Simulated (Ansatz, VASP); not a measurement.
## One calculation of BAs, two programs

```
B As
1.0
     0.00000    2.37247    2.37247
     2.37247    0.00000    2.37247
     2.37247    2.37247    0.00000
B As
1 1
Cartesian
  0.0000 0.0000 0.0000
  3.5587 3.5587 3.5587
```

Change from the starting cell: volume scaled by 0.98, crystal datasets.

Alike in both runs: task electric field gradients; functional LDA; k mesh 13 × 13 × 13; occupations fermi-dirac, width 0.05 eV; no spin polarisation.

|  | VASP | Ansatz |
| --- | --- | --- |
| version | VASP 6.6.1 | Ansatz 0.2.0 |
| potentials or method | VASP PAW LDA potentials, release 64 (B, As), cutoff 520 eV | all-electron PAW with datasets made for the crystal, scalar-relativistic |

|  | VASP | Ansatz | Ansatz less VASP |
| --- | --- | --- | --- |
| pressure (GPa) | -0.2 | -1.2 | -0.92 |

LDA's correlation is that of Perdew and Zunger in VASP and of Perdew and Wang (1992) in Ansatz. Ansatz ran all-electron here, and VASP with PAW potentials.
